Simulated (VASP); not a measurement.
Crystal: P.

```
CELL_PARAMETERS angstrom
2.50577 0.00000 0.00000
0.00000 2.50577 0.00000
0.00000 0.00000 2.36055
ATOMIC_POSITIONS crystal
P 0.00000 0.00000 0.50000
```

```yaml
Program: VASP 6.6.1
Task: relaxation of cell and atoms
Functional: PBE
Potentials_or_basis: VASP PAW PBE potentials, release 64 (P)
Cutoff: 600 eV
k_mesh: 6 × 6 × 8
Occupations: gaussian, width 0.1 eV
Spin: no spin polarisation
```

At the start: pressure -1.1 GPa; volume 14.82 Å³/atom.

Question: How do energy, volume and symmetry change on relaxing?

Answer: Over 6 steps the energy falls by 67.2 meV/atom and the volume is 14.59 Å³/atom (-1.6 %); space group Pm-3m (No. 221, to 0.05 Å).

Step by step:
```tsv
step	energy change (eV)	largest force (eV/Å)	pressure (GPa)	volume (Å³)
1	0.0000	0.0000	-1.11	14.82
2	-0.0353	0.0000	2.53	14.52
3	-0.0670	0.0000	-0.69	14.68
4	-0.0670	0.0000	-0.72	14.68
5	-0.0672	0.0000	0.30	14.56
6	-0.0672	0.0000	0.00	14.59
```

Final structure:
```
CELL_PARAMETERS angstrom
2.43457 0.00000 0.00000
0.00000 2.43457 0.00000
0.00000 0.00000 2.46179
ATOMIC_POSITIONS crystal
P 0.00000 0.00000 0.50000
```

Caveat: the k points lie up to 0.43 Å⁻¹ apart in the final cell.
